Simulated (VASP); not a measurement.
# W in VASP: single point with PBE+D3(BJ)

Aim: the single point of W with PBE+D3(BJ).

Program: VASP 6.6.1. These are calculated values, not measurements. Logs are shortened: lines on timing, memory, paths and dates and some standing lists are left out, and cuts for length are marked.

### Step 1. The cell of the first run

The cell holds a slab with vacuum, 16 atoms: a = 6.319 Å, b = 6.319 Å, c = 25.832 Å, α = 90.00°, β = 90.00°, γ = 90.00°.

### Step 2. Single point, PBE+D3(BJ)

Input file INCAR:

```
PREC = Accurate ; ENCUT = 520
EDIFF = 1E-6 ; ISMEAR = 0
SIGMA = 0.1 ; LREAL = Auto
LASPH = True ; NELM = 80
ALGO = Normal ; ISIF = 2
LWAVE = False ; LCHARG = True
LDIPOL = True ; IDIPOL = 3
DIPOL = 0.5 0.5 0.402 ; GGA = PE
IVDW = 12 ; LELF = True
LVHAR = True ; LVACPOTAV = True
NBANDS = 126
```

Input file KPOINTS:

```
regular mesh
0
Gamma
  3 3 1
```

Input file POSCAR:

```
W
1.0
    6.3187499359      0.0000000000      0.0000000000
    0.0000000000      6.3187499359      0.0000000000
    0.0000000000      0.0000000000     25.8323624520
W
16
Direct
    0.2500000000      0.7500000000      0.3096890583
    0.2500000000      0.2500000000      0.3096890583
    0.7500000000      0.7500000000      0.3096890583
    0.7500000000      0.2500000000      0.3096890583
    0.5000000000      0.5000000000      0.3708405494
    0.5000000000      0.0000000000      0.3708405494
    0.0000000000      0.5000000000      0.3708405494
    0.0000000000      0.0000000000      0.3708405494
    0.7476584784      0.2500035694      0.4334861385
    0.7525811400      0.7498486228      0.4357197200
    0.2497764695      0.2499620907      0.4337043897
    0.2517801491      0.7500777899      0.4346076948
    0.0000300187      0.0082114521      0.4933499799
    0.0007149537      0.4926069898      0.4931813402
    0.4992228816     -0.0033970002      0.4899194533
    0.4982388938      0.5027993238      0.4899056516
```

Potentials or basis: VASP PAW PBE potentials, release 64 (W_sv).

On the command line:

```sh
> cat potpaw_PBE.64/W_sv/POTCAR > POTCAR
> mpirun -np 1 vasp_std > vasp.out
```

OUTCAR:

```text
PREC = Accurate
   ENCUT = 520
   EDIFF = 1E-6
   ISMEAR = 0
   LREAL = Auto
   LASPH = True
   NELM = 80
   ISIF = 2
   GGA = PE
   IVDW = 12
 IVDW          = 12

 ion  position               nearest neighbor table
   1  0.250  0.750  0.310-   5 2.74   6 2.74   7 2.74   8 2.74   2 3.16   3 3.16   2 3.16   3 3.16
                            12 3.23
   2  0.250  0.250  0.310-   5 2.74   6 2.74   7 2.74   8 2.74   1 3.16   4 3.16   1 3.16   4 3.16
                            11 3.20
   3  0.750  0.750  0.310-   5 2.74   6 2.74   7 2.74   8 2.74   1 3.16   4 3.16   4 3.16   1 3.16
                            10 3.26
   4  0.750  0.250  0.310-   5 2.74   6 2.74   7 2.74   8 2.74   2 3.16   3 3.16   3 3.16   2 3.16
                             9 3.20
   5  0.500  0.500  0.371-   1 2.74   2 2.74   3 2.74   4 2.74   9 2.75  11 2.76  12 2.77  10 2.80
                            16 3.08   7 3.16   6 3.16   6 3.16   7 3.16
   6  0.500  0.000  0.371-   1 2.74   2 2.74   3 2.74   4 2.74   9 2.75  11 2.76  12 2.77  10 2.80
                            15 3.08   8 3.16   5 3.16   5 3.16   8 3.16
   7  0.000  0.500  0.371-   1 2.74   2 2.74   3 2.74   4 2.74  11 2.76   9 2.77  12 2.78  10 2.78
                             5 3.16   8 3.16   8 3.16   5 3.16  14 3.16
   8  0.000  0.000  0.371-   1 2.74   2 2.74   3 2.74   4 2.74  11 2.76   9 2.77  12 2.78  10 2.78
                             6 3.16   7 3.16   7 3.16   6 3.16  13 3.17
   9  0.748  0.250  0.433-  15 2.67  16 2.68  13 2.70  14 2.70   5 2.75   6 2.75   7 2.77   8 2.77
                            11 3.15  10 3.16  10 3.16  11 3.17   4 3.20
  10  0.753  0.750  0.436-  15 2.64  16 2.64  14 2.70  13 2.71   7 2.78   8 2.78   5 2.80   6 2.80
                            12 3.15   9 3.16   9 3.16  12 3.16   3 3.26
  11  0.250  0.250  0.434-  16 2.67  15 2.68  14 2.68  13 2.68   8 2.76   7 2.76   6 2.76   5 2.76
                             9 3.15  12 3.16  12 3.16   9 3.17   2 3.20
  12  0.252  0.750  0.435-  16 2.63  15 2.63  14 2.73  13 2.74   6 2.77   5 2.77   8 2.78   7 2.78
                            10 3.15  11 3.16  11 3.16  10 3.16   1 3.23
  13  0.000  0.008  0.493-  11 2.68   9 2.70  10 2.71  12 2.74  14 3.06  15 3.16   8 3.17  15 3.17
                            14 3.26
  14  0.001  0.493  0.493-  11 2.68   9 2.70  10 2.70  12 2.73  13 3.06  16 3.15   7 3.16  16 3.18
                            13 3.26
  15  0.499  0.997  0.490-  12 2.63  10 2.64   9 2.67  11 2.68   6 3.08  16 3.12  13 3.16  13 3.17
                            16 3.20
  16  0.498  0.503  0.490-  12 2.63  10 2.64  11 2.67   9 2.68   5 3.08  15 3.12  14 3.15  14 3.18
                            15 3.20

  LATTYP: Found a simple tetragonal cell.
 ALAT       =     6.3187499359
 C/A-ratio  =     4.0882077490

  Lattice vectors:

 A1 = (   6.3187499359,   0.0000000000,   0.0000000000)
 A2 = (   0.0000000000,   6.3187499359,   0.0000000000)
 A3 = (   0.0000000000,   0.0000000000,  25.8323624520)

Analysis of symmetry for initial positions (statically):
=====================================================================
 Subroutine PRICEL returns:
[... 152 lines left out ...]
  volume/ion in A,a.u.               =      64.46       435.01
  Fermi-wavevector in a.u.,A,eV,Ry     =   0.984046  1.859577 13.175151  0.968346
  Thomas-Fermi vector in A             =   2.115249
   LORBIT       =      0    0 simple, 1 ext, 2 COOP (PROOUT), +10 PAW based schemes
   GGA     = PE    functional components
   LHFCALC =     F    Hartree Fock is set to
   AEXX    =    0.0000 exact exchange contribution
   IVDW    =    12    specifies the selected vdW correction
   LEPSILON=     F    determine dielectric tensor
   LRPA    =     F    only Hartree local field effects (RPA)
 non-spin polarized calculation
 Gauss-broadening in eV      SIGMA  =   0.10
  energy-cutoff  :      520.00
  volume of cell :     1031.40
 maximum number of plane-waves:     27797
   NGX = 23   NGY = 23   NGZ = 97

 dipolmoment           0.000000      0.000000      0.108165 electrons x Angstroem

 number of electron     223.9999998 magnetization

 dipolmoment           0.000000      0.000000     -0.020990 electrons x Angstroem

 Free energy of the ion-electron system (eV)
  ---------------------------------------------------
  ext. energy  EPLUGINS =         0.00000000
  ---------------------------------------------------
  free energy    TOTEN  =      -186.52587439 eV

  energy without entropy =     -186.48011625  energy(sigma->0) =     -186.50299532

 E-fermi :  -0.2448     XC(G=0):  -4.3106

 val. band max:       -0.3350039144   @ k =   0.3333   0.3333   0.0000
 cond. band min:      -0.1556236086   @ k =  -0.3333   0.3333   0.0000
 fundamental gap:      0.1793803058
 Fermi energy:        -0.2448270212

 k-point     1 :       0.0000    0.0000    0.0000
  band No.  band energies     occupation
      1     -74.1473      2.00000
      2     -74.0764      2.00000
      3     -74.0718      2.00000
      4     -74.0691      2.00000
      5     -74.0579      2.00000
      6     -74.0433      2.00000
[... 624 lines left out ...]
    123       1.1625      0.00000
    124       1.1919      0.00000
 [bands above 124 left out]

------------------------ aborting loop because EDIFF is reached ----------------------------------------

 Edisp (eV)   -6.67704

 E8    (eV) :    -3.5843

  FORCE on cell =-STRESS in cart. coord.  units (eV):
  Direction    XX          YY          ZZ          XY          YZ          ZX
  --------------------------------------------------------------------------------------
  -------------------------------------------------------------------------------------
  Total     -30.10019   -29.79300   -14.80591    -0.00511     0.00783     0.04866
  in kB     -46.75773   -46.28053   -22.99954    -0.00794     0.01216     0.07559
  external pressure =      -38.68 kB  Pullay stress =        0.00 kB

 VOLUME and BASIS-vectors are now :
 -----------------------------------------------------------------------------
  energy-cutoff  :      520.00
  volume of cell :     1031.40
      direct lattice vectors                 reciprocal lattice vectors
     6.318749936  0.000000000  0.000000000     0.158259151  0.000000000  0.000000000
     0.000000000  6.318749936  0.000000000     0.000000000  0.158259151  0.000000000
     0.000000000  0.000000000 25.832362452     0.000000000  0.000000000  0.038711132

 POSITION                                       TOTAL-FORCE (eV/Angst)
 -----------------------------------------------------------------------------------
      1.57969      4.73906      8.00000         0.022530      0.000327      1.805037
      1.57969      1.57969      8.00000         0.027016      0.000036      1.713876
      4.73906      4.73906      8.00000        -0.013047     -0.002305      1.822638
      4.73906      1.57969      8.00000        -0.045183      0.001241      1.731362
      3.15937      3.15937      9.57969         0.034398      0.114951     -1.950133
      3.15937      0.00000      9.57969         0.041657     -0.117100     -1.943074
[... 8 lines left out ...]
      3.15446      6.29729     12.65578         0.010621      0.028849     -0.293492
      3.14825      3.17706     12.65542         0.003134     -0.016111     -0.301947
 -----------------------------------------------------------------------------------
    total drift:                                0.002240     -0.001499     -0.016401

  FREE ENERGIE OF THE ION-ELECTRON SYSTEM (eV)
  ---------------------------------------------------
  free  energy   TOTEN  =      -193.2029156591 eV

  energy  without entropy=     -193.1571575265  energy(sigma->0) =     -193.18003659

 vacuum level on the upper side and lower side of the slab         3.800         3.895
```

OSZICAR:

```text
N       E                     dE             d eps       ncg     rms          rms(c)
DAV:   1     0.263195152593E+04    0.26320E+04   -0.13854E+05  1636   0.159E+03
DAV:   2    -0.641377620995E+02   -0.26961E+04   -0.26585E+04  1426   0.481E+02
DAV:   3    -0.192927099665E+03   -0.12879E+03   -0.12305E+03  1464   0.100E+02
[... 29 lines left out ...]
DAV:  33    -0.186525854915E+03   -0.18900E-04   -0.10731E-06   872   0.427E-03    0.284E-03
DAV:  34    -0.186525867700E+03   -0.12785E-04   -0.92781E-07   840   0.330E-03    0.175E-03
DAV:  35    -0.186525870760E+03   -0.30593E-05   -0.15055E-07   784   0.217E-03    0.105E-03
DAV:  36    -0.186525873654E+03   -0.28945E-05   -0.31613E-07   776   0.217E-03    0.638E-04
DAV:  37    -0.186525874386E+03   -0.73143E-06   -0.10052E-07   710   0.113E-03
   1 F= -.19320292E+03 E0= -.19318004E+03  d E =-.457581E-01
```

Run time: 40 min. Hardware: 1 thread of Intel Xeon Platinum 8375C at 2.90GHz (Ice Lake), shared host; peak memory 1 GiB.

Results:

```yaml
Free_energy: -193.2029 eV
Largest_force: 1.954 eV/Å
Band_gap_on_the_k_mesh: zero (bands 112 and 113 overlap by 0.32 eV)
Dispersion_energy_per_atom: -0.417 eV
```

Forces on the atoms (eV/Å):
```
W    0.023  0.000  1.805
W    0.027  0.000  1.714
W   -0.013 -0.002  1.823
W   -0.045  0.001  1.731
W    0.034  0.115 -1.950
W    0.042 -0.117 -1.943
W   -0.008  0.029 -1.645
W   -0.014 -0.028 -1.636
W    0.310 -0.005  0.905
W    0.051  0.011  0.259
W   -0.182 -0.003  0.677
W   -0.304 -0.001  0.626
W    0.023  0.153 -0.904
W    0.042 -0.166 -0.866
W    0.011  0.029 -0.293
W    0.003 -0.016 -0.302
```

Caveat: spin-orbit coupling is left out, which moves the levels of the heavy elements.

The gap in the log of VASP goes by the Fermi energy; the results here count the filled bands.